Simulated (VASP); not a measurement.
# Te in VASP: settings compared

The runs below take Te through single point, with PBE+D3(BJ), PBE, PBE+D4.

All numbers are computed with VASP 6.6.1; they aren't measurements. Logs are shortened: lines on timing, memory, paths and dates and some standing lists are left out, and cuts for length are marked.

## Step 1: The cell of the first run

The structure is orthorhombic, space group Imma (No. 74). The conventional cell has a = 5.916 Å, b = 7.752 Å, c = 3.070 Å, α = 90.00°, β = 90.00°, γ = 90.00°. Within 3.9 Å of Te (site symmetry mm2) lie 4 Te at 2.96 to 3.07 Å.

## Step 2: Single point, PBE+D3(BJ)

INCAR reads:

```
PREC = Accurate ; ENCUT = 520
EDIFF = 1E-6 ; ISMEAR = -1
SIGMA = 0.05 ; LREAL = F
LASPH = T ; NELM = 60
ALGO = Normal ; ISIF = 2
LWAVE = F ; LCHARG = T
GGA = PE ; IVDW = 12
LELF = T ; LVHAR = T
NBANDS = 13
```

KPOINTS reads:

```
regular mesh
0
Gamma
  10 10 10
```

POSCAR reads:

```
Te
1.0
   -2.9577914636      3.8759656627      1.5351528885
    2.9577914636     -3.8759656627      1.5351528885
    2.9577914636      3.8759656627     -1.5351528885
Te
2
Direct
    0.0009290200      0.7509290200      0.2500000000
    0.9990709800      0.2490709800      0.7500000000
```

Potentials or basis: VASP PAW PBE potentials, release 64 (Te).

The run is started by

```bash
$ cat potpaw_PBE.64/Te/POTCAR > POTCAR
$ mpirun -np 1 vasp_std > vasp.out
```

OUTCAR:

```text
PREC = Accurate
   ENCUT = 520
   EDIFF = 1E-6
   ISMEAR = -1
   LREAL = F
   LASPH = T
   NELM = 60
   ISIF = 2
   GGA = PE
   IVDW = 12
 IVDW          = 12

 ion  position               nearest neighbor table
   1  0.001  0.751  0.250-   2 2.96   2 2.96
   2  0.999  0.249  0.750-   1 2.96   1 2.96

  LATTYP: Found a body centered orthorhombic cell.
 ALAT       =     3.0703057770
 B/A-ratio  =     1.9267080730
 C/A-ratio  =     2.5248075887

  Lattice vectors:

 A1 = (   2.9577914636,  -3.8759656627,   1.5351528885)
 A2 = (  -2.9577914636,  -3.8759656627,  -1.5351528885)
 A3 = (   2.9577914636,   3.8759656627,  -1.5351528885)

Analysis of symmetry for initial positions (statically):
=====================================================================
 Subroutine PRICEL returns:
 Original cell was already a primitive cell.

 Routine SETGRP: Setting up the symmetry group for a
 body centered orthorhombic supercell.

 Subroutine GETGRP returns: Found  8 space group operations
 (whereof  4 operations were pure point group operations)
 out of a pool of  8 trial point group operations.

The static configuration has the point symmetry C_2h.
 The point group associated with its full space group is D_2h.

Analysis of symmetry for dynamics (positions and initial velocities):
=====================================================================
 Subroutine PRICEL returns:
 Original cell was already a primitive cell.

 Routine SETGRP: Setting up the symmetry group for a
 body centered orthorhombic supercell.

 Subroutine GETGRP returns: Found  8 space group operations
 (whereof  4 operations were pure point group operations)
 out of a pool of  8 trial point group operations.

The dynamic configuration has the point symmetry C_2h.
 The point group associated with its full space group is D_2h.

 Subroutine INISYM returns: Found  8 space group operations
 (whereof  4 operations are pure point group operations),
 and found     1 'primitive' translations

----------------------------------------------------------------------------------------

                                     Primitive cell

  volume of cell :      70.3978

  direct lattice vectors                    reciprocal lattice vectors
    -2.957791464  3.875965663  1.535152889     0.000000000  0.129000111  0.325700459
     2.957791464 -3.875965663  1.535152889     0.169045048  0.000000000  0.325700459
     2.957791464  3.875965663 -1.535152889     0.169045048  0.129000111  0.000000000

  length of vectors
     5.111588261  5.111588261  5.111588261     0.350316739  0.366956424  0.212643497
[... 92 lines left out ...]
   NELECT =      12.0000    total number of electrons
   NUPDOWN=      -1.0000    fix difference up-down
   EMIN   =  10.00;   EMAX   =-10.00  energy-range for DOS
   EFERMI =   0.00;   METHOD = LEGACY
   ISMEAR =    -1;   SIGMA  =   0.05  broadening in eV -4-tet -1-fermi 0-gaus
   EFERMI_NEDOS =   21; number of points for ismear=-14 and -15
   IALGO  =     38    algorithm
   IMIX   =      4    mixing-type and parameters
     AMIX     =   0.40;   BMIX     =  1.00
     AMIX_MAG =   1.60;   BMIX_MAG =  1.00
  volume/ion in A,a.u.               =      35.20       237.53
  Fermi-wavevector in a.u.,A,eV,Ry     =   0.907714  1.715330 11.210440  0.823944
  Thomas-Fermi vector in A             =   2.031554
   LORBIT       =      0    0 simple, 1 ext, 2 COOP (PROOUT), +10 PAW based schemes
   GGA     = PE    functional components
   LHFCALC =     F    Hartree Fock is set to
   AEXX    =    0.0000 exact exchange contribution
   IVDW    =    12    specifies the selected vdW correction
   LEPSILON=     F    determine dielectric tensor
   LRPA    =     F    only Hartree local field effects (RPA)
 non-spin polarized calculation
  energy-cutoff  :      520.00
  volume of cell :       70.40
 maximum number of plane-waves:      1923
 NGX is ok and might be reduce to    40
   NGX = 19   NGY = 19   NGZ = 19

 number of electron      11.9999999 magnetization

 Free energy of the ion-electron system (eV)
  ---------------------------------------------------
  ext. energy  EPLUGINS =         0.00000000
  ---------------------------------------------------
  free energy    TOTEN  =        -5.98772059 eV

  energy without entropy =       -5.97763141  energy(sigma->0) =       -5.98267600

 E-fermi :   5.1852     XC(G=0):  -8.8853

 val. band max:        5.1820787151   @ k =  -0.2000  -0.2000   0.2000
 cond. band min:       5.1888695345   @ k =   0.3000   0.2000   0.2000
 fundamental gap:      0.0067908194
 Fermi energy:         5.1851833506

 k-point     1 :       0.0000    0.0000    0.0000
  band No.  band energies     occupation
      1      -8.1032      2.00000
      2      -5.0110      2.00000
      3      -0.3269      2.00000
      4       3.1070      2.00000
      5       3.5948      2.00000
      6       8.0274      0.00000
      7       8.2699      0.00000
      8       8.7705      0.00000
      9       9.1251      0.00000
     10       9.7819      0.00000
     11      12.8759      0.00000
     12      14.6278      0.00000
     13      15.7441      0.00000
[... 354 lines left out ...]
  band No.  band energies     occupation
      1      -7.7270      2.00000
      2      -5.4303      2.00000
      3       0.5352      2.00000
      4       3.0117      2.00000
      5       3.2964      2.00000
      6       6.6972      0.00000
      7       7.3817      0.00000
      8       8.2665      0.00000
      9       9.5988      0.00000
     10      10.7643      0.00000
     11      14.7051      0.00000
     12      14.9829      0.00000
     13      15.8072      0.00000

 [... further k-points ...]

------------------------ aborting loop because EDIFF is reached ----------------------------------------

 Edisp (eV)   -0.81850

 E8    (eV) :    -0.3739

  FORCE on cell =-STRESS in cart. coord.  units (eV):
  Direction    XX          YY          ZZ          XY          YZ          ZX
  --------------------------------------------------------------------------------------
  -------------------------------------------------------------------------------------
  Total      -0.05006    -0.90885    -0.86004     0.00000    -0.00000     0.00000
  in kB      -1.13926   -20.68454   -19.57351     0.00000    -0.00000     0.00000
  external pressure =      -13.80 kB  Pullay stress =        0.00 kB

 VOLUME and BASIS-vectors are now :
 -----------------------------------------------------------------------------
  energy-cutoff  :      520.00
  volume of cell :       70.40
      direct lattice vectors                 reciprocal lattice vectors
    -2.957791464  3.875965663  1.535152889     0.000000000  0.129000111  0.325700459
     2.957791464 -3.875965663  1.535152889     0.169045048  0.000000000  0.325700459
     2.957791464  3.875965663 -1.535152889     0.169045048  0.129000111  0.000000000

 POSITION                                       TOTAL-FORCE (eV/Angst)
 -----------------------------------------------------------------------------------
      2.95779     -1.93798      0.77043         0.000000      0.000000     -0.002418
      0.00000      5.81395      0.76472        -0.000000     -0.000000      0.002418
 -----------------------------------------------------------------------------------
    total drift:                               -0.000000      0.000000     -0.000000

  FREE ENERGIE OF THE ION-ELECTRON SYSTEM (eV)
  ---------------------------------------------------
  free  energy   TOTEN  =        -6.8062159641 eV

  energy  without entropy=       -6.7961267810  energy(sigma->0) =       -6.80117137
```

OSZICAR:

```text
N       E                     dE             d eps       ncg     rms          rms(c)
DAV:   1     0.468447696764E+02    0.46845E+02   -0.44941E+03  4446   0.735E+02
DAV:   2    -0.309310244293E+01   -0.49938E+02   -0.47234E+02  6025   0.113E+02
DAV:   3    -0.595073253686E+01   -0.28576E+01   -0.28325E+01  5590   0.299E+01
DAV:   4    -0.599843679363E+01   -0.47704E-01   -0.47677E-01  5747   0.459E+00
DAV:   5    -0.599940068709E+01   -0.96389E-03   -0.96388E-03  5745   0.619E-01    0.891E+00
DAV:   6    -0.598925359845E+01    0.10147E-01   -0.11488E-02  5241   0.535E-01    0.564E+00
DAV:   7    -0.598821000119E+01    0.10436E-02   -0.22740E-02  5221   0.759E-01    0.229E-01
DAV:   8    -0.598770625460E+01    0.50375E-03   -0.21189E-03  4981   0.235E-01    0.627E-02
DAV:   9    -0.598771922367E+01   -0.12969E-04   -0.43684E-05  5801   0.418E-02    0.288E-02
DAV:  10    -0.598772121911E+01   -0.19954E-05   -0.11286E-05  5081   0.186E-02    0.172E-02
DAV:  11    -0.598772059412E+01    0.62500E-06   -0.59606E-07  3753   0.426E-03
   1 F= -.68062160E+01 E0= -.68011714E+01  d E =-.100892E-01
```

Wall time 3.7 min (1 thread of Oxide Virtual Turin-like, shared host); peak memory 0.29 GiB.

What came out:

* Free energy: -6.8062 eV
* Pressure: -1.4 GPa
* Band gap on the k mesh: zero (bands 6 and 7 overlap by 3.73 eV)
* Dispersion energy per atom: -0.409 eV

Forces on the atoms (eV/Å):
```
Te   0.000  0.000 -0.002
Te   0.000  0.000  0.002
```

Caveat: three body term missing; spin-orbit coupling is left out, which moves the levels of the heavy elements.

## Step 3: Single point, PBE

This run uses another cell than the first one, of 36.05 Å³/atom.

INCAR reads:

```
SYSTEM = Te
  ALGO = Normal
  EDIFF = 1E-6
  ENCUT = 520
  GGA = PE
  ISIF = 2
  ISMEAR = -1
  LASPH = .True.
  LCHARG = .False.
  LREAL = .False.
  LWAVE = .False.
  NBANDS = 13
  NELM = 100
  PREC = Accurate
  SIGMA = 0.05
```

KPOINTS reads:

```
k-points
0
Gamma
  10 10 10
  0 0 0
```

POSCAR reads:

```
Te
1.0
   -2.9871940354      3.9388169066      1.5317617328
    2.9871940354     -3.9388169066      1.5317617328
    2.9871940354      3.9388169066     -1.5317617328
Te
2
Direct
   -0.0000008176      0.7499991824      0.2500000000
    1.0000008176      0.2500008176      0.7500000000
```

Potentials or basis: VASP PAW PBE potentials, release 64 (Te).

The run is started by

```bash
$ cat potpaw_PBE.64/Te/POTCAR > POTCAR
$ mpirun -np 1 vasp_std > vasp.out
```

OUTCAR:

```text
SYSTEM = Te
   EDIFF = 1E-6
   ENCUT = 520
   GGA = PE
   ISIF = 2
   ISMEAR = -1
   LASPH = .True.
   LREAL = .False.
   NELM = 100
   PREC = Accurate

 ion  position               nearest neighbor table
   1  1.000  0.750  0.250-   2 2.99   2 2.99
   2  0.000  0.250  0.750-   1 2.99   1 2.99

  LATTYP: Found a body centered orthorhombic cell.
 ALAT       =     3.0635234656
 B/A-ratio  =     1.9501688621
 C/A-ratio  =     2.5714292388

  Lattice vectors:

 A1 = (   2.9871940354,  -3.9388169066,   1.5317617328)
 A2 = (  -2.9871940354,  -3.9388169066,  -1.5317617328)
[... 584 lines left out ...]
      9       9.3675      0.00000
     10      10.3875      0.00000
     11      14.4793      0.00000
     12      14.8206      0.00000
     13      15.5959      0.00000

 [... further k-points ...]
[... 5 lines left out ...]
  --------------------------------------------------------------------------------------
  -------------------------------------------------------------------------------------
  Total       -0.0247246      0.0024508     -0.0259888      0.0000000      0.0000000      0.0000000
  in kB       -0.5494905      0.0544666     -0.5775852      0.0000000      0.0000000      0.0000000
  external PRESSURE =      -0.3575364 kB  Pullay stress =       0.0000000 kB

 VOLUME and BASIS-vectors are now :
 -----------------------------------------------------------------------------
  energy-cutoff  :      520.00
  volume of cell :       72.09
      direct lattice vectors                 reciprocal lattice vectors
    -2.987194035  3.938816907  1.531761733     0.000000000  0.126941671  0.326421525
     2.987194035 -3.938816907  1.531761733     0.167381159  0.000000000  0.326421525
     2.987194035  3.938816907 -1.531761733     0.167381159  0.126941671  0.000000000

 POSITION                                       TOTAL-FORCE (eV/Angst)
 -----------------------------------------------------------------------------------
      0.00000      1.96941      2.29764        -0.000000      0.000000      0.000000
      2.98719      1.96941     -0.76588         0.000000     -0.000000     -0.000000
 -----------------------------------------------------------------------------------
    total drift:                                0.000927      0.000791      0.000661

  FREE ENERGIE OF THE ION-ELECTRON SYSTEM (eV)
  ---------------------------------------------------
  free  energy   TOTEN  =        -5.9922025672 eV

  energy  without entropy=       -5.9816515591  energy(sigma->0) =       -5.98692706
```

OSZICAR:

```text
N       E                     dE             d eps       ncg     rms          rms(c)
DAV:   1     0.466119871856E+02    0.46612E+02   -0.44894E+03  4446   0.736E+02
DAV:   2    -0.304332894323E+01   -0.49655E+02   -0.46917E+02  6082   0.112E+02
DAV:   3    -0.595405543988E+01   -0.29107E+01   -0.28861E+01  5566   0.298E+01
DAV:   4    -0.600369640901E+01   -0.49641E-01   -0.49634E-01  5732   0.459E+00
DAV:   5    -0.600478290453E+01   -0.10865E-02   -0.10865E-02  5667   0.665E-01    0.856E+00
DAV:   6    -0.599389475309E+01    0.10888E-01   -0.12271E-02  5286   0.549E-01    0.545E+00
DAV:   7    -0.599275478065E+01    0.11400E-02   -0.24914E-02  5236   0.776E-01    0.241E-01
DAV:   8    -0.599218731177E+01    0.56747E-03   -0.21740E-03  5021   0.242E-01    0.670E-02
DAV:   9    -0.599220118274E+01   -0.13871E-04   -0.47363E-05  5843   0.432E-02    0.305E-02
DAV:  10    -0.599220324999E+01   -0.20673E-05   -0.12020E-05  5131   0.191E-02    0.187E-02
DAV:  11    -0.599220256719E+01    0.68280E-06   -0.64060E-07  3833   0.439E-03
   1 F= -.59922026E+01 E0= -.59869271E+01  d E =-.105510E-01
```

stdout:

```text
POSCAR found type information on POSCAR Te
 POSCAR found :  1 types and       2 ions
 scaLAPACK will be used
 LDA part: xc-table for (Slater+PW92), standard interpolation
 POSCAR, INCAR and KPOINTS ok, starting setup
 FFT: planning ... GRIDC
 FFT: planning ... GRID_SOFT
 FFT: planning ... GRID
 WAVECAR not read
 entering main loop
```

Wall time 4 min (1 thread of Oxide Virtual Turin-like, shared host); peak memory 0.28 GiB.

What came out:

| Item | Value |
| --- | --- |
| Free energy | -5.9922 eV |
| Pressure | 0.0 GPa |
| Band gap on the k mesh | zero (bands 6 and 7 overlap by 3.81 eV) |

Levels at points of the mesh, in eV from the Fermi level:
| k point | band 2 | band 3 | band 4 | band 5 | band 6 | band 7 | band 8 | band 9 | band 10 | band 11 |
| --- | --- | --- | --- | --- | --- | --- | --- | --- | --- | --- |
| (0.00, 0.00, 0.00) | -10.27 | -5.41 | -2.02 | -1.65 | 2.96 | 3.17 | 3.38 | 3.90 | 4.65 | 7.69 |
| (0.50, 0.00, 0.00) | -8.07 | -5.53 | -3.86 | -3.50 | -1.15 | 0.98 | 3.20 | 4.11 | 5.26 | 7.15 |
| (0.00, 0.50, 0.00) | -9.84 | -4.66 | -4.66 | -0.49 | -0.49 | 0.11 | 0.11 | 6.17 | 6.17 | 6.31 |
| (0.50, 0.50, 0.00) | -12.07 | -2.39 | -2.39 | -1.82 | -1.82 | 3.64 | 3.64 | 7.12 | 7.12 | 8.60 |
| (0.50, 0.50, 0.50) | -10.64 | -5.80 | -4.40 | 0.41 | 2.65 | 3.68 | 4.93 | 7.31 | 7.32 | 7.43 |

Caveat: spin-orbit coupling is left out, which moves the levels of the heavy elements.

## Step 4: Single point, PBE+D3(BJ)

This run uses another cell than the first one, of 30.27 Å³/atom.

INCAR reads:

```
  PREC = Accurate
  ENCUT = 520
  EDIFF = 1E-6
  ISMEAR = -1
  SIGMA = 0.05
  LREAL = F
  LASPH = T
  NELM = 60
  ALGO = Normal
  ISIF = 2
  LWAVE = F
  LCHARG = T
  GGA = PE
  IVDW = 12
  LELF = T
  LVHAR = T
  NBANDS = 13
```

KPOINTS reads:

```
Automatic mesh
0
Gamma
  10 10 10
```

POSCAR reads:

```
Te
1.0
   -3.0480055584      3.1920234855      1.5555065739
    3.0480055584     -3.1920234855      1.5555065739
    3.0480055584      3.1920234855     -1.5555065739
Te
2
Direct
   -0.0000011305      0.7499988695      0.2500000000
    1.0000011305      0.2500011305      0.7500000000
```

The run is started by

```bash
$ cat potpaw_PBE.64/Te/POTCAR > POTCAR
$ mpirun -np 1 vasp_std > vasp.out
```

Run time: 3.9 min. Hardware: 1 thread of Oxide Virtual Turin-like, shared host; peak memory 0.25 GiB.

It converged, with:

- Free energy: -6.8708 eV
- Pressure: -0.1 GPa
- Band gap on the k mesh: zero (bands 6 and 7 overlap by 3.47 eV)
- Dispersion energy per atom: -0.486 eV

Levels at points of the mesh, in eV from the Fermi level:
```tsv
k point	band 3	band 4	band 5	band 6	band 7	band 8	band 9	band 10
(0.00, 0.00, 0.00)	-5.01	-3.85	0.54	2.14	2.17	2.87	3.32	5.90
(0.50, 0.00, 0.00)	-6.06	-4.17	-4.08	-1.00	0.80	2.48	4.06	4.33
(0.00, 0.50, 0.00)	-4.79	-4.79	-1.55	-1.55	-0.50	-0.50	5.95	5.95
(0.50, 0.50, 0.00)	-2.53	-2.53	-2.29	-2.29	2.89	2.89	7.55	7.55
(0.50, 0.50, 0.50)	-6.39	-5.88	1.54	2.29	3.37	4.62	6.30	8.91
```

Caveat: spin-orbit coupling is left out, which moves the levels of the heavy elements.

## Step 5: Single point, PBE+D4

This run uses another cell than the first one, of 30.25 Å³/atom.

INCAR reads:

```
ALGO = Normal
EDIFF = 1E-6
ENCUT = 520
GGA = PE
ISIF = 2
ISMEAR = -1
IVDW = 13
LASPH = True
LCHARG = False
LREAL = False
LWAVE = False
NBANDS = 13
NELM = 60
PREC = Accurate
SIGMA = 0.05
```

KPOINTS reads:

```
k-points
0
Gamma
  10 10 10
```

POSCAR reads:

```
Te
1.0
   -3.0470520678      3.1923285279      1.5546759120
    3.0470520678     -3.1923285279      1.5546759120
    3.0470520678      3.1923285279     -1.5546759120
Te
2
Direct
   -0.0000012369      0.7499987631      0.2500000000
    1.0000012369      0.2500012369      0.7500000000
```

The run is started by

```bash
$ cat potpaw_PBE.64/Te/POTCAR > POTCAR
$ mpirun -np 1 vasp_std > vasp.out
```

Run time: 3.2 min. Hardware: 1 thread of Oxide Virtual Turin-like, shared host; peak memory 0.24 GiB.

It converged, with:

* Free energy: -6.9611 eV
* Pressure: -0.1 GPa
* Band gap on the k mesh: zero (bands 6 and 7 overlap by 3.48 eV)
* Dispersion energy per atom: -0.531 eV

Levels at points of the mesh, in eV from the Fermi level:
```csv
k point,band 2,band 3,band 4,band 5,band 6,band 7,band 8,band 9,band 10,band 11
"(0.00, 0.00, 0.00)",-10.09,-5.01,-3.85,0.54,2.13,2.17,2.88,3.34,5.90,6.95
"(0.50, 0.00, 0.00)",-8.75,-6.07,-4.18,-4.08,-1.00,0.80,2.47,4.06,4.33,6.76
"(0.00, 0.50, 0.00)",-10.32,-4.80,-4.80,-1.55,-1.55,-0.50,-0.50,5.95,5.95,7.84
"(0.50, 0.50, 0.00)",-12.42,-2.53,-2.53,-2.29,-2.29,2.90,2.90,7.55,7.55,7.99
"(0.50, 0.50, 0.50)",-11.64,-6.39,-5.89,1.55,2.29,3.38,4.63,6.31,8.91,9.33
```

Caveat: spin-orbit coupling is left out, which moves the levels of the heavy elements.

## Step 6: The runs side by side

| level | cell | gap on the mesh (eV) | pressure (GPa) |
| --- | --- | --- | --- |
| PBE+D3(BJ) | a = 5.112 Å, angles 109.3, 81.4, 145.0°, 2 atoms | none | -1.4 |
| PBE | a = 5.175 Å, angles 109.5, 80.9, 145.6°, 2 atoms | none | 0.0 |
| PBE+D3(BJ) | a = 4.680 Å, angles 98.7, 94.0, 141.2°, 2 atoms | none | -0.1 |
| PBE+D4 | a = 4.679 Å, angles 98.7, 94.0, 141.2°, 2 atoms | none | -0.1 |

Alike in all rows: task single point; potentials or basis VASP PAW PBE potentials, release 64 (Te); no spin polarisation; k mesh 10 × 10 × 10; cutoff (eV) 520; smearing fermi-dirac 0.05 eV.

Caveats: spin-orbit coupling is left out, which moves the levels of the heavy elements; three body term missing (at least some runs).

Total energies depend on the potentials used, so only differences within one code and one set of settings carry meaning.
